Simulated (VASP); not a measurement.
Write the native input for VASP 6.6.1 that does the following.

```
Task                   : single point
Functional             : r2SCAN
Potentials or basis    : VASP PAW PBE potentials, release 64 (Sn_d, Se)
Cutoff                 : 520 eV
k mesh                 : 10 × 10 × 10
Occupations            : gaussian, width 0.05 eV
Spin                   : no spin polarisation
Dipole correction      : no
Further INCAR settings : ALGO = Normal; EDIFF = 1e-07; NBANDS = 17
```

Crystal: SnSe.

```xyz
2
Lattice="0.0000 3.0100 3.0100 3.3110 0.0000 3.0100 3.3110 3.0100 0.0000" Properties=species:S:1:pos:R:3 pbc="T T T"
Sn    0.0000    0.0000    0.0000
Se    3.3110    3.0100    3.0100
```

This cell differs from its parent crystal: strain +0.1000 x Voigt [1, 0, 0, 0, 0, 0].

One way to write it, as run:

POSCAR

```
SnSe
1.0
    0.0000000000      3.0100000000      3.0100000000
    3.3110000000      0.0000000000      3.0100000000
    3.3110000000      3.0100000000      0.0000000000
Sn Se
1 1
Direct
    0.0000000000      0.0000000000      0.0000000000
    0.5000000000      0.5000000000      0.5000000000
```

INCAR.step1

```
SYSTEM = SnSe
  PREC = Accurate
  ENCUT = 520
  ISMEAR = 0
  SIGMA = 0.05
  LREAL = .False.
  LASPH = .True.
  NELM = 80
  NBANDS = 17
  GGA = PE
  ALGO = Normal
  EDIFF = 1E-4
  LWAVE = .True.
  LCHARG = .False.
```

INCAR.step2

```
SYSTEM = SnSe
  PREC = Accurate
  ENCUT = 520
  EDIFF = 1E-7
  ISMEAR = 0
  SIGMA = 0.05
  LREAL = .False.
  LASPH = .True.
  NELM = 80
  ALGO = Normal
  ISIF = 2
  LWAVE = .False.
  LCHARG = .True.
  METAGGA = R2SCAN
  LMIXTAU = .True.
  LELF = .True.
  LVHAR = .True.
  NBANDS = 17
  ISTART = 1
```

KPOINTS

```
regular mesh
0
Gamma
  10 10 10
  0 0 0
```

Potentials or basis: VASP PAW PBE potentials, release 64 (Sn_d, Se).

Launch:

```bash
$ cat potpaw_PBE.64/Sn_d/POTCAR potpaw_PBE.64/Se/POTCAR > POTCAR
$ cp INCAR.step1 INCAR
$ mpirun -np 1 vasp_std > vasp.out
$ cp INCAR.step2 INCAR
$ mpirun -np 1 vasp_std > vasp.out
```

Results of the run:

The pressure is -3.2 GPa and the band gap on the k mesh is 0.24 eV, direct.

Caveat: the cell differs from its parent crystal (strain +0.1000 x Voigt [1, 0, 0, 0, 0, 0]); the PAW data sets were made with another functional, which shifts forces and pressure a little; spin-orbit coupling is left out, which moves the levels of the heavy elements.

It took 4.4 min on 1 thread of Intel(R) Xeon(R) Platinum 8559C (Emerald Rapids) (shared host), peak memory 0.28 GiB.
